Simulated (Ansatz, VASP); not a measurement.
**C in VASP and in Ansatz**

```xyz
2
Lattice="0.0000 1.7769 1.7769 1.7769 0.0000 1.7769 1.7769 1.7769 0.0000" Properties=species:S:1:pos:R:3 pbc="T T T"
C     1.7769    1.7769    1.7769
C     2.6653    2.6653    2.6653
```

Alike in both runs: functional PBEsol; k mesh 12 × 12 × 12; occupations gaussian, width 0.02 eV; no spin polarisation.

Ansatz relaxed the structure, and its values are those at the end. VASP's run is a single point on that final structure, the one shown.

|  | VASP | Ansatz |
| --- | --- | --- |
| version | VASP 6.6.1 | Ansatz 0.2.0 |
| potentials or method | VASP PAW PBE potentials, release 64 (C_h), cutoff 910 eV | scalar-relativistic, plane waves, PAW |
| valence electrons in the cell | 8 | 8 |

|  | VASP | Ansatz | Ansatz less VASP |
| --- | --- | --- | --- |
| gap on the k mesh at the Fermi level (eV) | 4.07 | 4.07 | +0.001 |
| least direct gap on the mesh (eV) | 5.57 | 5.57 | -0.006 |

VASP's potentials were made for PBE, not for PBEsol, and Ansatz warns of the same on its side.

Noted on VASP's run: the cutoff is short for stress, so the pressure is rough.
